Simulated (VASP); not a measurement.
# MnSe (F-43m) in VASP: vibrations by perturbation theory with LDA

Aim: the vibrations by perturbation theory of MnSe with LDA.

All numbers are computed with VASP 6.6.1; they aren't measurements. Logs are shortened: lines on timing, memory, paths and dates and some standing lists are left out, and cuts for length are marked.

## 1. The cell of the first run

The structure is cubic, space group F-43m (No. 216). Conventional cell: a = 5.066 Å, b = 5.066 Å, c = 5.066 Å, α = 90.00°, β = 90.00°, γ = 90.00°. Mn (site symmetry -43m) has 4 Se at 2.19 Å within 2.9 Å. Within 2.9 Å of Se (site symmetry -43m) lie 4 Mn at 2.19 Å.

## 2. Vibrations by perturbation theory, LDA

The input, INCAR:

```
ALGO = Normal ; EDIFF = 1E-8
ENCUT = 520 ; GGA = CA
IBRION = 8 ; ISIF = 2
ISMEAR = 0 ; LASPH = T
LCHARG = F ; LREAL = F
LWAVE = F ; NBANDS = 16
NELM = 60 ; NSW = 1
PREC = Accurate ; SIGMA = 0.2
```

The input, KPOINTS:

```
k-points
0
Gamma
  14 14 14
```

The input, POSCAR:

```
MnSe
1.0
    0.0000000000      2.5330209307      2.5330209307
    2.5330209307      0.0000000000      2.5330209307
    2.5330209307      2.5330209307      0.0000000000
Mn Se
1 1
Direct
    0.0000000000      0.0000000000      0.0000000000
    0.7500000000      0.7500000000      0.7500000000
```

Potentials or basis: VASP PAW LDA potentials, release 64 (Mn_pv, Se).

Command:

```
> cat potpaw_LDA.64/Mn_pv/POTCAR potpaw_LDA.64/Se/POTCAR > POTCAR
> mpirun -np 1 vasp_std > vasp.out
```

OUTCAR:

```text
EDIFF = 1E-8
   ENCUT = 520
   GGA = CA
   IBRION = 8
   ISIF = 2
   ISMEAR = 0
   LASPH = T
   LREAL = F
   NELM = 60
   NSW = 1
   PREC = Accurate

 ion  position               nearest neighbor table
   1  0.000  0.000  0.000-   2 2.19   2 2.19   2 2.19   2 2.19
   2  0.750  0.750  0.750-   1 2.19   1 2.19   1 2.19   1 2.19

  LATTYP: Found a face centered cubic cell.
 ALAT       =     5.0660418614

  Lattice vectors:

 A1 = (   0.0000000000,   2.5330209307,   2.5330209307)
 A2 = (   2.5330209307,   0.0000000000,   2.5330209307)
 A3 = (   2.5330209307,   2.5330209307,   0.0000000000)

Analysis of symmetry for initial positions (statically):
=====================================================================
 Subroutine PRICEL returns:
 Original cell was already a primitive cell.

 Routine SETGRP: Setting up the symmetry group for a
 face centered cubic supercell.

 Subroutine GETGRP returns: Found 24 space group operations
 (whereof 24 operations were pure point group operations)
 out of a pool of 48 trial point group operations.

The static configuration has the point symmetry T_d .

Analysis of symmetry for dynamics (positions and initial velocities):
=====================================================================
 Subroutine PRICEL returns:
 Original cell was already a primitive cell.

 Routine SETGRP: Setting up the symmetry group for a
 face centered cubic supercell.

 Subroutine GETGRP returns: Found 24 space group operations
 (whereof 24 operations were pure point group operations)
 out of a pool of 48 trial point group operations.

The dynamic configuration has the point symmetry T_d .

 Subroutine INISYM returns: Found 24 space group operations
 (whereof 24 operations are pure point group operations),
 and found     1 'primitive' translations

----------------------------------------------------------------------------------------

                                     Primitive cell

  volume of cell :      32.5047

  direct lattice vectors                    reciprocal lattice vectors
     0.000000000  2.533020931  2.533020931    -0.197392763  0.197392763  0.197392763
     2.533020931  0.000000000  2.533020931     0.197392763 -0.197392763  0.197392763
     2.533020931  2.533020931  0.000000000     0.197392763  0.197392763 -0.197392763

  length of vectors
     3.582232554  3.582232554  3.582232554     0.341894294  0.341894294  0.341894294

  position of ions in fractional coordinates (direct lattice)
     0.000000000  0.000000000  0.000000000
     0.750000000  0.750000000  0.750000000

  ion indices of the primitive-cell ions
   primitive index   ion index
                 1           1
                 2           2

----------------------------------------------------------------------------------------

 KPOINTS: k-points

Automatic generation of k-mesh.
 Grid dimensions read from file:
 generate k-points for:   14   14   14

 Generating k-lattice:

  Cartesian coordinates                     Fractional coordinates (reciprocal lattice)
    -0.014099483  0.014099483  0.014099483     0.071428571  0.000000000  0.000000000
     0.014099483 -0.014099483  0.014099483     0.000000000  0.071428571  0.000000000
     0.014099483  0.014099483 -0.014099483     0.000000000  0.000000000  0.071428571

  Length of vectors
     0.024421021  0.024421021  0.024421021

  Shift w.r.t. Gamma in fractional coordinates (k-lattice)
     0.000000000  0.000000000  0.000000000

 Subroutine IBZKPT returns following result:
 ===========================================

 Found    104 irreducible k-points:

 Following reciprocal coordinates:
            Coordinates               Weight
  0.000000  0.000000  0.000000      1.000000
  0.071429  0.000000  0.000000      8.000000
  0.142857  0.000000  0.000000      8.000000
  0.214286  0.000000  0.000000      8.000000
  0.285714  0.000000  0.000000      8.000000
  0.357143  0.000000  0.000000      8.000000
[... 16 lines left out ...]
  0.214286  0.142857  0.000000     24.000000
  0.285714  0.142857  0.000000     24.000000
 [... further k-points ...]
   k-points           NKPTS =    104   k-points in BZ     NKDIM =    104   number of bands    NBANDS=     16
   number of dos      NEDOS =    301   number of ions     NIONS =      2
   total plane-waves  NPLWV =  21952
   dimension x,y,z NGX =    28 NGY =   28 NGZ =   28
   dimension x,y,z NGXF=    56 NGYF=   56 NGZF=   56
   ions per type =               1   1
   NGX,Y,Z   is equivalent  to a cutoff of  12.99, 12.99, 12.99 a.u.
   NGXF,Y,Z  is equivalent  to a cutoff of  25.99, 25.99, 25.99 a.u.
 SYSTEM =  unknown system
   PREC   = accura    normal or accurate (medium, high low for compatibility)
   ISTART =      0    job   : 0-new  1-cont  2-samecut
   ICHARG =      2    charge: 1-file 2-atom 10-const
   ISPIN  =      1    spin polarized calculation?
   LNONCOLLINEAR =      F non collinear calculations
   LSORBIT =      F    spin-orbit coupling
   LASPH  =      T    aspherical Exc in radial PAW
   ENCUT  =  520.0 eV  38.22 Ry    6.18 a.u.   6.66  6.66  6.66*2*pi/ulx,y,z
   NELM   =     60;   NELMIN=  2; NELMDL= -5     # of ELM steps
   EDIFF  = 0.1E-07   stopping-criterion for ELM
   LREAL  =      F    real-space projection
   EDIFFG = 0.1E-06   stopping-criterion for IOM
   NSW    =      1    number of steps for IOM
   IBRION =      8    ionic relax: 0-MD 1-quasi-New 2-CG
   NFREE  =      0    steps in history (QN), initial steepest desc. (CG)
   ISIF   =      2    stress and relaxation
   ISYM   =      2    0-nonsym 1-usesym 2-fastsym
   POTIM  = 0.5000    time-step for ionic-motion
   TEBEG  =    0.0;   TEEND  =   0.0 temperature during run
   PSTRESS=    0.0 pullay stress
   NELECT =      19.0000    total number of electrons
   NUPDOWN=      -1.0000    fix difference up-down
   EMIN   =  10.00;   EMAX   =-10.00  energy-range for DOS
   EFERMI =   0.00;   METHOD = LEGACY
   ISMEAR =     0;   SIGMA  =   0.20  broadening in eV -4-tet -1-fermi 0-gaus
   EFERMI_NEDOS =   21; number of points for ismear=-14 and -15
   IALGO  =     38    algorithm
   IMIX   =      4    mixing-type and parameters
     AMIX     =   0.40;   BMIX     =  1.00
     AMIX_MAG =   1.60;   BMIX_MAG =  1.00
  volume/ion in A,a.u.               =      16.25       109.68
  Fermi-wavevector in a.u.,A,eV,Ry     =   1.368812  2.586680 25.492519  1.873647
  Thomas-Fermi vector in A             =   2.494743
   LORBIT       =      0    0 simple, 1 ext, 2 COOP (PROOUT), +10 PAW based schemes
   GGA     = CA    functional components
   LHFCALC =     F    Hartree Fock is set to
   AEXX    =    0.0000 exact exchange contribution
   IVDW    =     0    specifies the selected vdW correction
   LEPSILON=     F    determine dielectric tensor
   LRPA    =     F    only Hartree local field effects (RPA)
 non-spin polarized calculation
 Gauss-broadening in eV      SIGMA  =   0.20
  energy-cutoff  :      520.00
  volume of cell :       32.50
 maximum number of plane-waves:       897
   NGX = 13   NGY = 13   NGZ = 13

--------------------------------------- Ionic step        1  -------------------------------------------

 number of electron      19.0000013 magnetization

 Free energy of the ion-electron system (eV)
  ---------------------------------------------------
  ext. energy  EPLUGINS =         0.00000000
  ---------------------------------------------------
  free energy    TOTEN  =       -13.96596742 eV

  energy without entropy =      -13.91958788  energy(sigma->0) =      -13.94277765

 E-fermi :   6.9105     XC(G=0): -11.4972

 val. band max:        6.9018339231   @ k =  -0.2857   0.2143   0.0714
 cond. band min:       6.9209258080   @ k =  -0.2857   0.3571   0.0714
 fundamental gap:      0.0190918850
 Fermi energy:         6.9105446387

 k-point     1 :       0.0000    0.0000    0.0000
  band No.  band energies     occupation
      1     -40.2361      2.00000
      2     -40.2361      2.00000
      3     -40.2361      2.00000
      4      -8.6099      2.00000
      5       2.5936      2.00000
      6       2.5936      2.00000
[... 433 lines left out ...]
      3     -40.2396      2.00000
      4      -7.9080      2.00000
      5       1.3921      2.00000
      6       2.7237      2.00000
[... 8 lines left out ...]
     15      15.7439      0.00000
     16      16.7652      0.00000

 [... further k-points ...]

------------------------ aborting loop because EDIFF is reached ----------------------------------------

  FORCE on cell =-STRESS in cart. coord.  units (eV):
  Direction    XX          YY          ZZ          XY          YZ          ZX
  --------------------------------------------------------------------------------------
  -------------------------------------------------------------------------------------
  Total        2.1481584      2.1481584      2.1481584     -0.0000000      0.0000000      0.0000000
  in kB      105.8840516    105.8840516    105.8840516     -0.0000000      0.0000000      0.0000000
  external PRESSURE =     105.8840516 kB  Pullay stress =       0.0000000 kB

 VOLUME and BASIS-vectors are now :
 -----------------------------------------------------------------------------
  energy-cutoff  :      520.00
  volume of cell :       32.50
      direct lattice vectors                 reciprocal lattice vectors
     0.000000000  2.533020931  2.533020931    -0.197392763  0.197392763  0.197392763
     2.533020931  0.000000000  2.533020931     0.197392763 -0.197392763  0.197392763
     2.533020931  2.533020931  0.000000000     0.197392763  0.197392763 -0.197392763

 POSITION                                       TOTAL-FORCE (eV/Angst)
 -----------------------------------------------------------------------------------
      0.00000      0.00000      0.00000        -0.000000     -0.000000     -0.000000
      3.79953      3.79953      3.79953         0.000000      0.000000      0.000000
 -----------------------------------------------------------------------------------
    total drift:                               -0.000001     -0.000001     -0.000001

  FREE ENERGIE OF THE ION-ELECTRON SYSTEM (eV)
  ---------------------------------------------------
  free  energy   TOTEN  =       -13.9659674206 eV

  energy  without entropy=      -13.9195878830  energy(sigma->0) =      -13.94277765

[... ionic steps 2 to 3 ...]

--------------------------------------- Ionic step        4  -------------------------------------------

------------------------ aborting loop because EDIFF is reached ----------------------------------------

[... ionic steps 5 to 6 ...]

--------------------------------------- Ionic step        7  -------------------------------------------

 Free energy of the ion-electron system (eV)
  ---------------------------------------------------
  ---------------------------------------------------
  free energy    TOTEN  =        -0.07696190 eV

  energy without entropy =       -0.07696190

------------------------ aborting loop because EDIFF is reached ----------------------------------------

 INTERNAL STRAIN TENSOR  FOR ION    2  DIRECTION 1   (eV/Angst):
 -----------------------------------------------------------------------------
    -0.00331  0.00000  0.00000
     0.00000  0.00232 19.29380
     0.00000 19.29380  0.00232

 INTERNAL STRAIN TENSOR FOR ION    2 for displacements in x,y,z  (eV/Angst):
          X           Y           Z          XY          YZ          ZX
  --------------------------------------------------------------------------------
  x    -0.00000     0.00000     0.00000     0.00000    19.29380     0.00000
  y    -0.00000    -0.00000    -0.00000     0.00000     0.00000    19.29380
  z     0.00000     0.00000    -0.00000    19.29380     0.00000     0.00000

 SECOND DERIVATIVES (NOT SYMMETRIZED)
 ------------------------------------
               1X          1Y          1Z          2X          2Y          2Z
  1X   -17.093639    0.000000    0.000000   17.093639    0.000000    0.000000
  1Y     0.000000  -17.093639    0.000000    0.000000   17.093639    0.000000
  1Z     0.000000    0.000000  -17.093639    0.000000    0.000000   17.093639
  2X    17.037783    0.000000    0.000000  -17.037783    0.000000    0.000000
  2Y     0.000000   17.037783    0.000000    0.000000  -17.037783    0.000000
  2Z     0.000000    0.000000   17.037783    0.000000    0.000000  -17.037783

 Eigenvectors and eigenvalues of the dynamical matrix
 ----------------------------------------------------

   1 f  =   11.348118 THz    71.302331 2PiTHz  378.532486 cm-1    46.932026 meV
             X         Y         Z           dx          dy          dz
      0.000000  0.000000  0.000000    -0.768436    0.000000    0.000000
      3.799531  3.799531  3.799531     0.639926    0.000000    0.000000
[... 21 lines left out ...]
   6 f/i=    0.009132 THz     0.057380 2PiTHz    0.304619 cm-1     0.037768 meV
             X         Y         Z           dx          dy          dz
      0.000000  0.000000  0.000000     0.000000    0.000000   -0.639926
      3.799531  3.799531  3.799531     0.000000    0.000000   -0.768436

--------------------------------------------------------------------------------------------------------

 ELASTIC MODULI CONTR FROM IONIC RELAXATION (kBar)
 Direction    XX          YY          ZZ          XY          YZ          ZX
 --------------------------------------------------------------------------------
 XX          -0.0000     -0.0000      0.0000     -0.0000      0.0000      0.0000
 YY          -0.0000     -0.0000     -0.0000     -0.0000     -0.0000      0.0000
 ZZ           0.0000     -0.0000     -0.0000      0.0000     -0.0000      0.0000
 XY          -0.0000     -0.0000      0.0000  -1015.9349      0.0000      0.0000
 YZ           0.0000     -0.0000     -0.0000      0.0000  -1015.9349      0.0000
 ZX           0.0000      0.0000      0.0000      0.0000      0.0000  -1015.9349
 --------------------------------------------------------------------------------
```

Wall time 5.5 min (1 thread of Intel Xeon 6975P-C (Granite Rapids), shared host); peak memory 0.55 GiB.

Results:

| Item | Value |
| --- | --- |
| Highest phonon frequency at Γ, LO-TO splitting left out | 379 cm⁻¹ |

Phonon frequencies in cm⁻¹ (negative: imaginary):
| q point | frequencies |
| --- | --- |
| (0.000, 0.000, 0.000) | 0 0 0 379 379 379 |

Caveat: the cell stands under pressure or tension, which shifts response properties; the run has no spin polarisation, though such a crystal can be magnetic. Spin polarisation is off, so any magnetic state and its effect on volume and gap are missing.
